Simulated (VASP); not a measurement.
# Ca (P4/mmm) in VASP: notebook

The runs below take Ca through single point, with LDA.

Everything below comes from runs of VASP 6.6.1. Logs are shortened: lines on timing, memory, paths and dates and some standing lists are left out, and cuts for length are marked.

## 1. The cell of the first run

The structure is tetragonal, space group P4/mmm (No. 123). Conventional cell: a = 3.576 Å, b = 3.576 Å, c = 3.489 Å, α = 90.00°, β = 90.00°, γ = 90.00°. Ca (site symmetry 4/mmm) has 6 Ca at 3.49 to 3.58 Å within 4.6 Å.

## 2. Single point, LDA (strain +0.025 along x and y, +0.000 along z)

The input, INCAR:

```
PREC     = Accurate       # precision mode
ENCUT    = 520            # plane-wave cutoff, eV
EDIFF    = 1E-6           # SCF threshold, eV
ISMEAR   = 0              # smearing method
SIGMA    = 0.15           # smearing width, eV
LREAL    = False          # projectors in reciprocal space
LASPH    = True           # aspherical terms in the spheres
NELM     = 80             # most SCF steps
ALGO     = Fast           # electronic algorithm
ISIF     = 2              # what is computed and relaxed
LWAVE    = False          # write WAVECAR
LCHARG   = False          # write CHGCAR
GGA      = CA             # functional
NBANDS   = 11             # bands
```

The input, KPOINTS:

```
regular mesh
0
Gamma
  14 14 14
```

The input, POSCAR:

```
Ca
1.0
    3.5758727485      0.0000000000      0.0000000000
    0.0000000000      3.5758727485      0.0000000000
    0.0000000000      0.0000000000      3.4886563400
Ca
1
Direct
    0.0000000000      0.0000000000      0.0000000000
```

Potentials or basis: VASP PAW LDA potentials, release 64 (Ca_sv).

Started as:

```
$ cat potpaw_LDA.64/Ca_sv/POTCAR > POTCAR
$ mpirun -np 1 vasp_std > vasp.out
```

OUTCAR:

```text
PREC = Accurate
   ENCUT = 520
   EDIFF = 1E-6
   ISMEAR = 0
   LREAL = False
   LASPH = True
   NELM = 80
   ISIF = 2
   GGA = CA

 ion  position               nearest neighbor table
   1  0.000  0.000  0.000-

  LATTYP: Found a simple tetragonal cell.
 ALAT       =     3.5758727485
 C/A-ratio  =     0.9756097561

  Lattice vectors:

 A1 = (   3.5758727485,   0.0000000000,   0.0000000000)
 A2 = (   0.0000000000,   3.5758727485,   0.0000000000)
 A3 = (   0.0000000000,   0.0000000000,   3.4886563400)

Analysis of symmetry for initial positions (statically):
=====================================================================
 Subroutine PRICEL returns:
 Original cell was already a primitive cell.

 Routine SETGRP: Setting up the symmetry group for a
 simple tetragonal supercell.

 Subroutine GETGRP returns: Found 16 space group operations
 (whereof 16 operations were pure point group operations)
 out of a pool of 16 trial point group operations.

The static configuration has the point symmetry D_4h.

Analysis of symmetry for dynamics (positions and initial velocities):
=====================================================================
 Subroutine PRICEL returns:
 Original cell was already a primitive cell.

 Routine SETGRP: Setting up the symmetry group for a
 simple tetragonal supercell.

 Subroutine GETGRP returns: Found 16 space group operations
 (whereof 16 operations were pure point group operations)
 out of a pool of 16 trial point group operations.

The dynamic configuration has the point symmetry D_4h.

 Subroutine INISYM returns: Found 16 space group operations
 (whereof 16 operations are pure point group operations),
 and found     1 'primitive' translations

----------------------------------------------------------------------------------------

                                     Primitive cell

  volume of cell :      44.6090

  direct lattice vectors                    reciprocal lattice vectors
     3.575872749  0.000000000  0.000000000     0.279652010  0.000000000  0.000000000
     0.000000000  3.575872749  0.000000000     0.000000000  0.279652010  0.000000000
     0.000000000  0.000000000  3.488656340     0.000000000  0.000000000  0.286643310

  length of vectors
     3.575872749  3.575872749  3.488656340     0.279652010  0.279652010  0.286643310

  position of ions in fractional coordinates (direct lattice)
     0.000000000  0.000000000  0.000000000

  ion indices of the primitive-cell ions
   primitive index   ion index
                 1           1

----------------------------------------------------------------------------------------

 KPOINTS: regular mesh

Automatic generation of k-mesh.
 Grid dimensions read from file:
 generate k-points for:   14   14   14

 Generating k-lattice:

  Cartesian coordinates                     Fractional coordinates (reciprocal lattice)
     0.019975144  0.000000000  0.000000000     0.071428571  0.000000000  0.000000000
     0.000000000  0.019975144  0.000000000     0.000000000  0.071428571  0.000000000
     0.000000000  0.000000000  0.020474522     0.000000000  0.000000000  0.071428571

  Length of vectors
     0.019975144  0.019975144  0.020474522

  Shift w.r.t. Gamma in fractional coordinates (k-lattice)
     0.000000000  0.000000000  0.000000000

 Subroutine IBZKPT returns following result:
 ===========================================

 Found    288 irreducible k-points:

 Following reciprocal coordinates:
            Coordinates               Weight
  0.000000  0.000000  0.000000      1.000000
  0.071429  0.000000  0.000000      4.000000
  0.142857  0.000000  0.000000      4.000000
  0.214286  0.000000  0.000000      4.000000
  0.285714  0.000000  0.000000      4.000000
  0.357143  0.000000  0.000000      4.000000
[... 16 lines left out ...]
  0.285714  0.214286  0.000000      8.000000
  0.357143  0.214286  0.000000      8.000000
 [... further k-points ...]
   k-points           NKPTS =    288   k-points in BZ     NKDIM =    288   number of bands    NBANDS=     11
   number of dos      NEDOS =    301   number of ions     NIONS =      1
   total plane-waves  NPLWV =  21952
   dimension x,y,z NGX =    28 NGY =   28 NGZ =   28
   dimension x,y,z NGXF=    56 NGYF=   56 NGZF=   56
   ions per type =               1
   NGX,Y,Z   is equivalent  to a cutoff of  13.02, 13.02, 13.34 a.u.
   NGXF,Y,Z  is equivalent  to a cutoff of  26.03, 26.03, 26.69 a.u.
 SYSTEM =  unknown system
   PREC   = accura    normal or accurate (medium, high low for compatibility)
   ISTART =      0    job   : 0-new  1-cont  2-samecut
   ICHARG =      2    charge: 1-file 2-atom 10-const
   ISPIN  =      1    spin polarized calculation?
   LNONCOLLINEAR =      F non collinear calculations
   LSORBIT =      F    spin-orbit coupling
   LASPH  =      T    aspherical Exc in radial PAW
   ENCUT  =  520.0 eV  38.22 Ry    6.18 a.u.   6.65  6.65  6.49*2*pi/ulx,y,z
   NELM   =     80;   NELMIN=  2; NELMDL= -5     # of ELM steps
   EDIFF  = 0.1E-05   stopping-criterion for ELM
   LREAL  =      F    real-space projection
   EDIFFG = 0.1E-04   stopping-criterion for IOM
   NSW    =      0    number of steps for IOM
   IBRION =     -1    ionic relax: 0-MD 1-quasi-New 2-CG
   NFREE  =      0    steps in history (QN), initial steepest desc. (CG)
   ISIF   =      2    stress and relaxation
   ISYM   =      2    0-nonsym 1-usesym 2-fastsym
   POTIM  = 0.5000    time-step for ionic-motion
   TEBEG  =    0.0;   TEEND  =   0.0 temperature during run
   PSTRESS=    0.0 pullay stress
   NELECT =      10.0000    total number of electrons
   NUPDOWN=      -1.0000    fix difference up-down
   EMIN   =  10.00;   EMAX   =-10.00  energy-range for DOS
   EFERMI =   0.00;   METHOD = LEGACY
   ISMEAR =     0;   SIGMA  =   0.15  broadening in eV -4-tet -1-fermi 0-gaus
   EFERMI_NEDOS =   21; number of points for ismear=-14 and -15
   IALGO  =     68    algorithm
   IMIX   =      4    mixing-type and parameters
     AMIX     =   0.40;   BMIX     =  1.00
     AMIX_MAG =   1.60;   BMIX_MAG =  1.00
  volume/ion in A,a.u.               =      44.61       301.04
  Fermi-wavevector in a.u.,A,eV,Ry     =   0.994491  1.879315 13.456322  0.989012
  Thomas-Fermi vector in A             =   2.126446
   LORBIT       =      0    0 simple, 1 ext, 2 COOP (PROOUT), +10 PAW based schemes
   GGA     = CA    functional components
   LHFCALC =     F    Hartree Fock is set to
   AEXX    =    0.0000 exact exchange contribution
   IVDW    =     0    specifies the selected vdW correction
   LEPSILON=     F    determine dielectric tensor
   LRPA    =     F    only Hartree local field effects (RPA)
 non-spin polarized calculation
 RMM-DIIS sequential band-by-band and
 Gauss-broadening in eV      SIGMA  =   0.15
  energy-cutoff  :      520.00
  volume of cell :       44.61
 maximum number of plane-waves:      1223
 NGX is ok and might be reduce to    28
   NGX = 13   NGY = 13   NGZ = 13

 number of electron      10.0000000 magnetization

 Free energy of the ion-electron system (eV)
  ---------------------------------------------------
  ext. energy  EPLUGINS =         0.00000000
  ---------------------------------------------------
  free energy    TOTEN  =        -1.79308070 eV

  energy without entropy =       -1.77995483  energy(sigma->0) =       -1.78651776

 E-fermi :   1.4651     XC(G=0):  -7.7602

 val. band max:        1.4646305555   @ k =   0.5000   0.2143   0.2143
 cond. band min:       1.4684338300   @ k =   0.5000   0.2857   0.2857
 fundamental gap:      0.0038032745
 Fermi energy:         1.4650946146

 k-point     1 :       0.0000    0.0000    0.0000
  band No.  band energies     occupation
      1     -40.3209      2.00000
      2     -21.5122      2.00000
      3     -21.5122      2.00000
      4     -21.4937      2.00000
      5      -2.3194      2.00000
      6       2.1821      0.00000
      7       2.1921      0.00000
      8       5.2991      0.00000
      9       5.3779      0.00000
     10       5.3779      0.00000
     11       9.6334      0.00000

 k-point     2 :       0.0714    0.0000    0.0000
  band No.  band energies     occupation
      1     -40.3202      2.00000
      2     -21.5215      2.00000
      3     -21.5114      2.00000
      4     -21.4930      2.00000
      5      -2.2501      2.00000
      6       2.2010      0.00000
      7       2.2132      0.00000
      8       5.2216      0.00000
      9       5.3081      0.00000
     10       5.3827      0.00000
     11       9.1692      0.00000

 k-point     3 :       0.1429    0.0000    0.0000
  band No.  band energies     occupation
      1     -40.3180      2.00000
      2     -21.5474      2.00000
      3     -21.5092      2.00000
      4     -21.4908      2.00000
      5      -2.0458      2.00000
      6       2.2460      0.00000
      7       2.2659      0.00000
      8       5.0221      0.00000
      9       5.1258      0.00000
     10       5.3961      0.00000
     11       8.2736      0.00000

 k-point     4 :       0.2143    0.0000    0.0000
  band No.  band energies     occupation
      1     -40.3149      2.00000
      2     -21.5848      2.00000
      3     -21.5061      2.00000
      4     -21.4878      2.00000
      5      -1.7166      2.00000
      6       2.2530      0.00000
      7       2.3467      0.00000
      8       4.7683      0.00000
      9       4.8900      0.00000
     10       5.4156      0.00000
     11       7.4191      0.00000

 k-point     5 :       0.2857    0.0000    0.0000
  band No.  band energies     occupation
      1     -40.3115      2.00000
      2     -21.6258      2.00000
      3     -21.5026      2.00000
      4     -21.4844      2.00000
      5      -1.2786      2.00000
      6       2.1282      0.00000
      7       2.4433      0.00000
      8       4.5209      0.00000
      9       4.6568      0.00000
     10       5.4374      0.00000
     11       6.7981      0.00000
[... 211 lines left out ...]
 k-point    21 :       0.5000    0.1429    0.0000
  band No.  band energies     occupation
      1     -40.3026      2.00000
      2     -21.6923      2.00000
      3     -21.5303      2.00000
      4     -21.4758      2.00000
      5       0.4473      2.00000
      6       1.0370      1.99995
      7       2.7627      0.00000
      8       4.0201      0.00000
      9       4.3449      0.00000
     10       5.2726      0.00000
     11       6.3575      0.00000

 k-point    22 :       0.2143    0.2143    0.0000
  band No.  band energies     occupation
      1     -40.3090      2.00000
      2     -21.5796      2.00000
      3     -21.5754      2.00000
      4     -21.4820      2.00000
      5      -1.1355      2.00000
      6       2.3680      0.00000
      7       2.5872      0.00000
      8       4.0876      0.00000
      9       4.8869      0.00000
     10       5.0374      0.00000
     11       7.9488      0.00000

 k-point    23 :       0.2857    0.2143    0.0000
  band No.  band energies     occupation
      1     -40.3056      2.00000
      2     -21.6180      2.00000
      3     -21.5733      2.00000
      4     -21.4787      2.00000
      5      -0.7167      2.00000
      6       2.2863      0.00000
      7       2.7073      0.00000
      8       3.8851      0.00000
      9       4.7215      0.00000
     10       5.0205      0.00000
     11       7.3057      0.00000

 k-point    24 :       0.3571    0.2143    0.0000
  band No.  band energies     occupation
      1     -40.3025      2.00000
      2     -21.6541      2.00000
      3     -21.5696      2.00000
      4     -21.4757      2.00000
      5      -0.2176      2.00000
      6       1.9863      0.00000
      7       2.8113      0.00000
      8       3.8476      0.00000
      9       4.5490      0.00000
     10       5.0451      0.00000
     11       6.7577      0.00000

 [... further k-points ...]
[... 5 lines left out ...]
  --------------------------------------------------------------------------------------
  -------------------------------------------------------------------------------------
  Total       -0.5404947     -0.5404947     -0.2470178      0.0000000      0.0000000      0.0000000
  in kB      -19.4124201    -19.4124201     -8.8718975      0.0000000      0.0000000      0.0000000
  external PRESSURE =     -15.8989126 kB  Pullay stress =       0.0000000 kB

 VOLUME and BASIS-vectors are now :
 -----------------------------------------------------------------------------
  energy-cutoff  :      520.00
  volume of cell :       44.61
      direct lattice vectors                 reciprocal lattice vectors
     3.575872749  0.000000000  0.000000000     0.279652010  0.000000000  0.000000000
     0.000000000  3.575872749  0.000000000     0.000000000  0.279652010  0.000000000
     0.000000000  0.000000000  3.488656340     0.000000000  0.000000000  0.286643310

 POSITION                                       TOTAL-FORCE (eV/Angst)
 -----------------------------------------------------------------------------------
      0.00000      0.00000      0.00000         0.000000      0.000000      0.000000
 -----------------------------------------------------------------------------------
    total drift:                               -0.000000     -0.000000     -0.000000

  FREE ENERGIE OF THE ION-ELECTRON SYSTEM (eV)
  ---------------------------------------------------
  free  energy   TOTEN  =        -1.7930806955 eV

  energy  without entropy=       -1.7799548261  energy(sigma->0) =       -1.78651776
```

Run time: 48 s. Hardware: 1 thread of Intel Xeon 6975P-C (Granite Rapids), shared host; peak memory 0.24 GiB.

Results:

```
Free energy            : -1.7931 eV
Pressure               : -1.6 GPa
Band gap on the k mesh : zero (band 5 reaches 2.12 eV, above the bottom of band 6 at 1.00 eV)
```

Stress tensor (GPa, compression positive):
```
-1.94  0.00  0.00
 0.00 -1.94  0.00
 0.00  0.00 -0.89
```

Caveat: the cell differs from its parent crystal (strain +0.025 along x and y, +0.000 along z).

(Continued in part 2 of 2.)
